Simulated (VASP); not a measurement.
Wanted: the native input for a VASP 6.6.1 run.

```yaml
Task: single point
Functional: PBE
Potentials_or_basis: VASP PAW PBE potentials, release 64 (Nb_sv, H)
Cutoff: 520 eV
k_mesh: 3 × 3 × 3
Occupations: gaussian, width 0.1 eV
Spin: no spin polarisation
Dipole_correction: no
Further_INCAR_settings: LREAL = Auto; ALGO = Normal; EDIFF = 1e-07; NBANDS = 146
```

The structure of Nb20H (a cell with a defect) lies in POSCAR:

```
Nb20H
1.0
   -4.9668589766      4.9668589766      1.6556196589
    1.6556196589      4.9668589766     -4.9668589766
   -4.9668589766     -1.6556196589     -4.9668589766
Nb H
20 1
Direct
    0.4004824094      0.8987919067      0.8988594041
    0.2996239489      0.2981341743      0.7995074792
    0.2009723660      0.6965079774      0.6990623081
    0.1064467005      0.0922985235      0.5853654218
   -0.0000000302      0.5002949775      0.4997050171
    0.8935533545      0.4146344822      0.9077015315
    0.7984743313      0.8037478855      0.8008613530
    0.7003761968      0.2004925154      0.7018658203
    0.5996821762      0.5990665457      0.6024450390
    0.5006218038     -0.0024707969      0.4982604523
    0.4003177882      0.3975549254      0.4009334188
    0.2997756443      0.7962056339      0.2981575191
    0.2015255727      0.1991387021      0.1962521695
    0.1004829818      0.5988629965      0.1021513903
    0.0000000000     -0.0062845050      0.0062845050
    0.8995170733      0.8978486647      0.4011369075
    0.7990275985      0.3009376564      0.3034919870
    0.7002243201      0.7018424454      0.2037943305
    0.5995175551      0.1011405603      0.1012080577
    0.4993782815      0.5017394820      0.0024708272
    1.0000000852      0.1969092347      0.8030907297
```

These files were run (other wordings do the same):

INCAR

```
PREC = Accurate ; ENCUT = 520
EDIFF = 1E-7 ; ISMEAR = 0
SIGMA = 0.1 ; LREAL = Auto
LASPH = True ; NELM = 100
ALGO = Normal ; ISIF = 2
LWAVE = False ; LCHARG = False
GGA = PE ; NBANDS = 146
```

KPOINTS

```
regular mesh
0
Gamma
  3 3 3
```

Potentials or basis: VASP PAW PBE potentials, release 64 (Nb_sv, H).

The run is started by

```sh
$ cat potpaw_PBE.64/Nb_sv/POTCAR potpaw_PBE.64/H/POTCAR > POTCAR
$ mpirun -np 1 vasp_std > vasp.out
```

It gave:

| Item | Value |
| --- | --- |
| Pressure | 0.7 GPa |
| Largest force | 0.023 eV/Å |

Run time: 32 min on 1 thread of AMD EPYC 7R13 Processor (Zen 3), with other jobs on the host, peak memory 0.56 GiB.
